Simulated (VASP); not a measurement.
Here is a VASP 6.6.1 calculation.

Contents of POSCAR:

```
SnO2
1.0
    0.0000000000      2.5461343061      2.5309628008
    2.5461343061      0.0000000000      2.5309628008
    2.5461343061      2.5461343061      0.0000000000
Sn O
1 2
Direct
    0.0000000000      0.0000000000      0.0000000000
    0.2500000000      0.2500000000      0.2500000000
    0.7500000000      0.7500000000      0.7500000000
```

INCAR.step1

```
SYSTEM = SnO2
PREC = Accurate
ENCUT = 520
ISMEAR = 0
SIGMA = 0.01
LREAL = .FALSE.
LASPH = .TRUE.
NELM = 100
NBANDS = 20
GGA = PE
ALGO = Normal
EDIFF = 1E-4
LWAVE = .TRUE.
LCHARG = .FALSE.
```

The input INCAR.step2:

```
SYSTEM = SnO2
PREC = Accurate
ENCUT = 520
EDIFF = 1E-6
ISMEAR = 0
SIGMA = 0.01
LREAL = .FALSE.
LASPH = .TRUE.
NELM = 100
ALGO = Normal
ISIF = 2
LWAVE = .FALSE.
LCHARG = .TRUE.
METAGGA = R2SCAN
LMIXTAU = .TRUE.
LELF = .TRUE.
LVHAR = .TRUE.
NBANDS = 20
ISTART = 1
```

File KPOINTS:

```
regular mesh
0
G
  8 8 8
  0 0 0
```

Potentials or basis: VASP PAW PBE potentials, release 64 (Sn_d, O).

Command:

```sh
$ cat potpaw_PBE.64/Sn_d/POTCAR potpaw_PBE.64/O/POTCAR > POTCAR
$ cp INCAR.step1 INCAR
$ mpirun -np 1 vasp_std > vasp.out
$ cp INCAR.step2 INCAR
$ mpirun -np 1 vasp_std > vasp.out
```

(1) Estimate the pressure.

(2) Predict the band gap on the k mesh.

## Answers

(1) -0.7 GPa.

(2) 0.75 eV, indirect (least direct gap 2.11 eV).

Caveat: the cell differs from its parent crystal (epitaxial xy strain +0.5%); the PAW data sets were made with another functional, which shifts forces and pressure a little; spin-orbit coupling is left out, which moves the levels of the heavy elements.
